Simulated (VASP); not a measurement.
# Na (Fm-3m) in VASP: a series of runs

The runs below take Na through single point, relaxation of cell and atoms, with LDA.

All numbers are computed with VASP 6.6.1; they aren't measurements. Logs are shortened: lines on timing, memory, paths and dates and some standing lists are left out, and cuts for length are marked.

### 1 The cell of the first run

It takes space group Fm-3m (No. 225, cubic). Conventional cell: a = 4.233 Å, b = 4.233 Å, c = 4.233 Å, α = 90.00°, β = 90.00°, γ = 90.00°. Within 3.9 Å of Na (site symmetry m-3m) lie 12 Na at 2.99 Å.

This isn't the form of Na at room conditions, which is bcc.

### 2 Single point, LDA

Contents of INCAR:

```
SYSTEM = Na
PREC     = Accurate       ! precision mode
ENCUT    = 500            ! plane-wave cutoff, eV
EDIFF    = 1E-6           ! SCF threshold, eV
ISMEAR   = 1              ! smearing method
SIGMA    = 0.05           ! smearing width, eV
LREAL    = .False.        ! projectors in reciprocal space
LASPH    = .True.         ! aspherical terms in the spheres
NELM     = 120            ! most SCF steps
ALGO     = Normal         ! electronic algorithm
ISIF     = 2              ! what is computed and relaxed
LWAVE    = .False.        ! write WAVECAR
LCHARG   = .True.         ! write CHGCAR
LELF     = .True.         ! ELF
LVHAR    = .True.       
NBANDS   = 10             ! bands
GGA_COMPAT= .False.
```

Contents of KPOINTS:

```
Automatic mesh
0
Gamma
  6 6 6
  0 0 0
```

Contents of POSCAR:

```
Na
1.0
    0.0000000000      2.1165300635      2.1165300635
    2.1165300635      0.0000000000      2.1165300635
    2.1165300635      2.1165300635      0.0000000000
Na
1
Direct
    0.0000000000      0.0000000000      0.0000000000
```

Potentials or basis: VASP PAW LDA potentials, release 64 (Na_pv).

Started as:

```bash
> cat potpaw_LDA.64/Na_pv/POTCAR > POTCAR
> mpirun -np 1 vasp_std > vasp.out
```

OUTCAR:

```text
SYSTEM = Na
   PREC = Accurate
   ENCUT = 500
   EDIFF = 1E-6
   ISMEAR = 1
   LREAL = .False.
   LASPH = .True.
   NELM = 120
   ISIF = 2

 ion  position               nearest neighbor table
   1  0.000  0.000  0.000-

  LATTYP: Found a face centered cubic cell.
 ALAT       =     4.2330601270

  Lattice vectors:

 A1 = (   0.0000000000,   2.1165300635,   2.1165300635)
 A2 = (   2.1165300635,   0.0000000000,   2.1165300635)
 A3 = (   2.1165300635,   2.1165300635,   0.0000000000)

Analysis of symmetry for initial positions (statically):
=====================================================================
 Subroutine PRICEL returns:
 Original cell was already a primitive cell.

 Routine SETGRP: Setting up the symmetry group for a
 face centered cubic supercell.

 Subroutine GETGRP returns: Found 48 space group operations
 (whereof 48 operations were pure point group operations)
 out of a pool of 48 trial point group operations.

The static configuration has the point symmetry O_h .

Analysis of symmetry for dynamics (positions and initial velocities):
=====================================================================
 Subroutine PRICEL returns:
 Original cell was already a primitive cell.

 Routine SETGRP: Setting up the symmetry group for a
 face centered cubic supercell.

 Subroutine GETGRP returns: Found 48 space group operations
 (whereof 48 operations were pure point group operations)
 out of a pool of 48 trial point group operations.

The dynamic configuration has the point symmetry O_h .

 Subroutine INISYM returns: Found 48 space group operations
 (whereof 48 operations are pure point group operations),
 and found     1 'primitive' translations

----------------------------------------------------------------------------------------

                                     Primitive cell

  volume of cell :      18.9628

  direct lattice vectors                    reciprocal lattice vectors
     0.000000000  2.116530063  2.116530063    -0.236235718  0.236235718  0.236235718
     2.116530063  0.000000000  2.116530063     0.236235718 -0.236235718  0.236235718
     2.116530063  2.116530063  0.000000000     0.236235718  0.236235718 -0.236235718

  length of vectors
     2.993225521  2.993225521  2.993225521     0.409172267  0.409172267  0.409172267

  position of ions in fractional coordinates (direct lattice)
     0.000000000  0.000000000  0.000000000

  ion indices of the primitive-cell ions
[... 70 lines left out ...]
   NFREE  =      0    steps in history (QN), initial steepest desc. (CG)
   ISIF   =      2    stress and relaxation
   ISYM   =      2    0-nonsym 1-usesym 2-fastsym
   POTIM  = 0.5000    time-step for ionic-motion
   TEBEG  =    0.0;   TEEND  =   0.0 temperature during run
   PSTRESS=    0.0 pullay stress
   NELECT =       7.0000    total number of electrons
   NUPDOWN=      -1.0000    fix difference up-down
   EMIN   =  10.00;   EMAX   =-10.00  energy-range for DOS
   EFERMI =   0.00;   METHOD = LEGACY
   ISMEAR =     1;   SIGMA  =   0.05  broadening in eV -4-tet -1-fermi 0-gaus
   EFERMI_NEDOS =   21; number of points for ismear=-14 and -15
   IALGO  =     38    algorithm
   IMIX   =      4    mixing-type and parameters
     AMIX     =   0.40;   BMIX     =  1.00
     AMIX_MAG =   1.60;   BMIX_MAG =  1.00
  volume/ion in A,a.u.               =      18.96       127.97
  Fermi-wavevector in a.u.,A,eV,Ry     =   1.174374  2.219245 18.764531  1.379154
  Thomas-Fermi vector in A             =   2.310772
   LORBIT       =      0    0 simple, 1 ext, 2 COOP (PROOUT), +10 PAW based schemes
   GGA     = CA    functional components
   LHFCALC =     F    Hartree Fock is set to
   AEXX    =    0.0000 exact exchange contribution
   IVDW    =     0    specifies the selected vdW correction
   LEPSILON=     F    determine dielectric tensor
   LRPA    =     F    only Hartree local field effects (RPA)
 non-spin polarized calculation
 Methfessel and Paxton  Order N= 1 SIGMA  =   0.05
  energy-cutoff  :      500.00
  volume of cell :       18.96
 maximum number of plane-waves:       531
 NGX is ok and might be reduce to    24
   NGX = 11   NGY = 11   NGZ = 11

 number of electron       7.0000005 magnetization

 Free energy of the ion-electron system (eV)
  ---------------------------------------------------
  ext. energy  EPLUGINS =         0.00000000
  ---------------------------------------------------
  free energy    TOTEN  =        -1.00919599 eV

  energy without entropy =       -1.00820780  energy(sigma->0) =       -1.00886659

 E-fermi :   2.5817     XC(G=0):  -8.9481

 val. band max:        2.5631088924   @ k =   0.5000   0.3333   0.1667
 cond. band min:       3.3808011005   @ k =   0.5000   0.1667   0.0000
 fundamental gap:      0.8176922081
 Fermi energy:         2.5816867016

 k-point     1 :       0.0000    0.0000    0.0000
  band No.  band energies     occupation
      1     -21.8790      2.00000
      2     -21.8790      2.00000
      3     -21.8790      2.00000
      4      -2.0724      2.00000
      5      18.5197      0.00000
      6      18.5197      0.00000
      7      18.5197      0.00000
      8      20.5785      0.00000
      9      22.8284      0.00000
     10      22.8284      0.00000
[... 183 lines left out ...]
 k-point    16 :      -0.3333    0.5000    0.1667
  band No.  band energies     occupation
      1     -22.1249      2.00000
      2     -22.0314      2.00000
      3     -21.9890      2.00000
      4       6.4109      0.00000
      5       6.5774      0.00000
      6       8.5218      0.00000
      7      12.0050      0.00000
      8      18.6031      0.00000
      9      22.6172      0.00000
     10      25.9808      0.00000

------------------------ aborting loop because EDIFF is reached ----------------------------------------

  FORCE on cell =-STRESS in cart. coord.  units (eV):
  Direction    XX          YY          ZZ          XY          YZ          ZX
  --------------------------------------------------------------------------------------
  -------------------------------------------------------------------------------------
  Total        1.7624478      1.7624478      1.7624478      0.0000000      0.0000000      0.0000000
  in kB      148.9098855    148.9098855    148.9098855      0.0000000      0.0000000      0.0000000
  external PRESSURE =     148.9098855 kB  Pullay stress =       0.0000000 kB

 VOLUME and BASIS-vectors are now :
 -----------------------------------------------------------------------------
  energy-cutoff  :      500.00
  volume of cell :       18.96
      direct lattice vectors                 reciprocal lattice vectors
     0.000000000  2.116530063  2.116530063    -0.236235718  0.236235718  0.236235718
     2.116530063  0.000000000  2.116530063     0.236235718 -0.236235718  0.236235718
     2.116530063  2.116530063  0.000000000     0.236235718  0.236235718 -0.236235718

 POSITION                                       TOTAL-FORCE (eV/Angst)
 -----------------------------------------------------------------------------------
      0.00000      0.00000      0.00000         0.000000      0.000000      0.000000
 -----------------------------------------------------------------------------------
    total drift:                               -0.000000      0.000000      0.000000

  FREE ENERGIE OF THE ION-ELECTRON SYSTEM (eV)
  ---------------------------------------------------
  free  energy   TOTEN  =        -1.0091959897 eV

  energy  without entropy=       -1.0082078002  energy(sigma->0) =       -1.00886659
```

OSZICAR:

```text
N       E                     dE             d eps       ncg     rms          rms(c)
DAV:   1     0.347368512298E+02    0.34737E+02   -0.39437E+03   320   0.700E+02
DAV:   2    -0.295354203331E+00   -0.35032E+02   -0.34195E+02   332   0.167E+02
DAV:   3    -0.101747813685E+01   -0.72212E+00   -0.72166E+00   394   0.233E+01
DAV:   4    -0.102053849031E+01   -0.30604E-02   -0.30600E-02   366   0.153E+00
DAV:   5    -0.102055544549E+01   -0.16955E-04   -0.16955E-04   368   0.120E-01    0.420E-01
DAV:   6    -0.101361476956E+01    0.69407E-02   -0.14858E-03   386   0.541E-01    0.257E-01
DAV:   7    -0.100922767370E+01    0.43871E-02   -0.19548E-03   400   0.528E-01    0.267E-02
DAV:   8    -0.100919575234E+01    0.31921E-04   -0.12314E-04   364   0.191E-01    0.337E-03
DAV:   9    -0.100919598969E+01   -0.23735E-06   -0.62442E-07   232   0.988E-03
   1 F= -.10091960E+01 E0= -.10088666E+01  d E =-.988190E-03
```

It took 2.4 s on 1 thread of Intel Xeon Platinum 8259CL at 2.50GHz (Skylake/Cascade Lake), shared host; peak memory 0.12 GiB.

What came out:

| Quantity | Value |
| --- | --- |
| Free energy | -1.0092 eV |
| Pressure | 14.9 GPa |
| Band gap on the k mesh | zero (an odd number of electrons rules out a gap without spin polarisation) |

Caveat: the k points lie up to 0.43 Å⁻¹ apart, too coarse for converged energies and pressures of a metal.

### 3 Single point, LDA

This run uses another cell than the first one, of 33.65 Å³/atom.

Contents of INCAR:

```
PREC = Accurate ; ENCUT = 500
EDIFF = 1E-6 ; ISMEAR = 1
SIGMA = 0.05 ; LREAL = False
LASPH = True ; NELM = 120
ALGO = Normal ; ISIF = 2
LWAVE = False ; LCHARG = False
NBANDS = 10 ; GGA_COMPAT = False
```

Contents of KPOINTS:

```
regular mesh
0
Gamma
  6 6 6
```

Contents of POSCAR:

```
Na
1.0
    0.0000000000      2.5625427729      2.5625427729
    2.5625427729      0.0000000000      2.5625427729
    2.5625427729      2.5625427729      0.0000000000
Na
1
Direct
    0.0000000000      0.0000000000      0.0000000000
```

Potentials or basis: VASP PAW LDA potentials, release 64 (Na_pv).

Started as:

```bash
> cat potpaw_LDA.64/Na_pv/POTCAR > POTCAR
> mpirun -np 1 vasp_std > vasp.out
```

Run time: 3.8 s. Hardware: 1 thread of Intel Xeon Platinum 8259CL at 2.50GHz (Skylake/Cascade Lake), shared host; peak memory 0.13 GiB.

It converged, with:

* Free energy: -1.4401 eV
* Pressure: -0.1 GPa
* Band gap on the k mesh: zero (an odd number of electrons rules out a gap without spin polarisation)

Levels at points of the mesh, in eV from the Fermi level:
| k point | band 1 | band 2 | band 3 | band 4 | band 5 | band 6 | band 7 | band 8 |
| --- | --- | --- | --- | --- | --- | --- | --- | --- |
| (0.00, 0.00, 0.00) | -24.59 | -24.59 | -24.59 | -3.21 | 11.90 | 11.90 | 11.90 | 13.25 |
| (0.50, 0.00, 0.00) | -24.64 | -24.59 | -24.59 | 0.87 | 1.29 | 10.91 | 10.91 | 12.14 |
| (0.50, 0.50, 0.00) | -24.64 | -24.61 | -24.61 | 2.15 | 2.72 | 6.84 | 7.85 | 7.85 |

### 4 Relaxation of cell and atoms, LDA

This run uses another cell than the first one, of 39.15 Å³/atom.

Contents of INCAR:

```
SYSTEM = Na
  PREC = Accurate
  ENCUT = 500
  EDIFF = 1E-7
  ISMEAR = 1
  SIGMA = 0.05
  LREAL = .FALSE.
  LASPH = .TRUE.
  NELM = 120
  ALGO = Normal
  ISIF = 3
  LWAVE = .FALSE.
  LCHARG = .FALSE.
  IBRION = 2
  NSW = 80
  EDIFFG = -0.02
  GGA_COMPAT = .FALSE.
  NELMIN = 4
```

Contents of KPOINTS:

```
regular mesh
0
G
  6 6 6
  0 0 0
```

Contents of POSCAR:

```
Na
1.0
    0.0000000000      2.6950000000      2.6950000000
    2.6950000000      0.0000000000      2.6950000000
    2.6950000000      2.6950000000      0.0000000000
Na
1
Direct
    0.0000000000      0.0000000000      0.0000000000
```

Started as:

```bash
> cat potpaw_LDA.64/Na_pv/POTCAR > POTCAR
> mpirun -np 1 vasp_std > vasp.out
```

Run time: 8.5 s. Hardware: 1 thread of Intel Xeon Platinum 8259CL at 2.50GHz (Skylake/Cascade Lake), shared host; peak memory 0.13 GiB.

Results (log left out):

```
Free energy                           : -1.4404 eV
Relaxed volume                        : 33.45 Å³/atom
Relaxed cell                          : a = 3.617 Å, b = 3.617 Å, c = 3.617 Å, α = 60.00°, β = 60.00°, γ = 60.00°
Space group after relaxing (to 0.1 Å) : Fm-3m (No. 225)
Energy gained by relaxing             : 21.4 meV/atom
Ionic steps                           : 3
Pressure after relaxing               : 0.0 GPa
Band gap on the k mesh                : zero (an odd number of electrons rules out a gap without spin polarisation)
```

Step by step:
```csv
step,energy change (eV),largest force (eV/Å),pressure (GPa),volume (Å³)
1,0.0000,0.0000,-1.08,39.15
2,-0.0090,0.0000,-0.89,37.67
3,-0.0214,0.0000,0.01,33.45
```

Final structure:
```xyz
1
Lattice="0.0000 2.5573 2.5573 2.5573 0.0000 2.5573 2.5573 2.5573 0.0000" Properties=species:S:1:pos:R:3 pbc="T T T"
Na    0.0000    0.0000    0.0000
```

Levels at points of the mesh, in eV from the Fermi level:
```tsv
k point	band 1	band 2	band 3	band 4	band 5	band 6	band 7
(0.00, 0.00, 0.00)	-24.58	-24.58	-24.58	-3.23	11.94	11.94	11.94
(0.50, 0.00, 0.00)	-24.63	-24.59	-24.59	0.87	1.30	10.95	10.95
(0.50, 0.50, 0.00)	-24.63	-24.60	-24.60	2.16	2.73	6.86	7.88
```

### 5 Relaxation of cell and atoms, LDA, target pressure 15 GPa, at which the enthalpy is minimised

This run uses another cell than the first one, of 39.15 Å³/atom.

Contents of INCAR:

```
PREC     = Accurate       # precision mode
ENCUT    = 500            # plane-wave cutoff, eV
EDIFF    = 1E-7           # SCF threshold, eV
ISMEAR   = 1              # smearing method
SIGMA    = 0.05           # smearing width, eV
LREAL    = F              # projectors in reciprocal space
LASPH    = T              # aspherical terms in the spheres
NELM     = 120            # most SCF steps
ALGO     = Normal         # electronic algorithm
ISIF     = 3              # what is computed and relaxed
LWAVE    = F              # write WAVECAR
LCHARG   = F              # write CHGCAR
GGA      = CA             # functional
IBRION   = 2              # ionic algorithm
NSW      = 80             # ionic steps
EDIFFG   = -0.02          # ionic threshold
PSTRESS  = 150.0        
GGA_COMPAT= F            
NELMIN   = 4
```

Contents of KPOINTS:

```
regular mesh
0
Gamma
  6 6 6
```

POSCAR is that of step 4.

Started as:

```bash
> cat potpaw_LDA.64/Na_pv/POTCAR > POTCAR
> mpirun -np 1 vasp_std > vasp.out
```

Wall time 12 s (1 thread of Intel Xeon Platinum 8259CL at 2.50GHz (Skylake/Cascade Lake), shared host); peak memory 0.13 GiB.

Results (log left out):

- Free energy: -1.0109 eV
- Relaxed volume: 18.96 Å³/atom
- Relaxed cell: a = 2.993 Å, b = 2.993 Å, c = 2.993 Å, α = 60.00°, β = 60.00°, γ = 60.00°
- Space group after relaxing (to 0.1 Å): Fm-3m (No. 225)
- Energy change on relaxing (the run minimises the enthalpy): +408.2 meV/atom
- Ionic steps: 4
- Pressure after relaxing: 15.1 GPa
- Band gap on the k mesh: zero (an odd number of electrons rules out a gap without spin polarisation)

The path:
| step | energy change (eV) | largest force (eV/Å) | pressure (GPa) | volume (Å³) |
| --- | --- | --- | --- | --- |
| 1 | 0.0000 | 0.0000 | -1.08 | 39.15 |
| 2 | 0.2601 | 0.0000 | 10.50 | 20.84 |
| 3 | 0.3798 | 0.0000 | 14.17 | 19.27 |
| 4 | 0.4082 | 0.0000 | 15.08 | 18.96 |

Final structure:
```xyz
1
Lattice="0.0000 2.1165 2.1165 2.1165 0.0000 2.1165 2.1165 2.1165 0.0000" Properties=species:S:1:pos:R:3 pbc="T T T"
Na    2.1165    0.0000    2.1165
```

Levels at points of the mesh, in eV from the Fermi level:
```tsv
k point	band 1	band 2	band 3	band 4	band 5	band 6	band 7
(0.00, 0.00, 0.00)	-24.46	-24.46	-24.46	-4.65	15.94	15.94	15.94
(0.50, 0.00, 0.00)	-24.78	-24.50	-24.50	1.08	2.02	14.48	14.48
(0.50, 0.50, 0.00)	-24.75	-24.57	-24.57	3.14	3.42	8.55	11.60
```

Caveat: the cell is relaxed towards a set pressure, so the run minimises the enthalpy, not the energy; the volume moved by over 15 % at a fixed basis, so the end points are rough.

[end of part 1 of 2]
